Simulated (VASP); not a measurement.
**Be: single point with PBEsol**

Crystal: Be.

```
CELL_PARAMETERS angstrom
0.00000 1.49059 1.49059
1.49059 0.00000 1.49059
1.49059 1.49059 0.00000
ATOMIC_POSITIONS crystal
Be 0.00000 0.00000 0.00000
```

```
Program                : VASP 6.6.1
Task                   : single point
Functional             : PBEsol
Potentials or basis    : VASP PAW PBE potentials, release 64 (Be)
Cutoff                 : 600 eV
k mesh                 : 23 × 23 × 23
Occupations            : tetrahedron
Spin                   : no spin polarisation
Dipole correction      : no
Further INCAR settings : ALGO = Normal; EDIFF = 1e-06; NBANDS = 7
```

* Pressure: 26.9 GPa
* Band gap on the k mesh: zero (band 1 reaches 9.81 eV, above the bottom of band 2 at 9.07 eV)

Levels at points of the mesh, in eV from the Fermi level:
| k point | band 1 | band 2 | band 3 | band 4 | band 5 |
| --- | --- | --- | --- | --- | --- |
| (0.00, 0.00, 0.00) | -13.04 | 22.15 | 22.15 | 22.15 | 32.34 |

Wall time 7.9 s on 1 thread of Intel(R) Xeon(R) 6975P-C (Granite Rapids) (shared host), peak memory 0.12 GiB.

Caveat: the PAW data sets were made with another functional, which shifts forces and pressure a little; tetrahedron occupations give inexact forces and stress in metals.
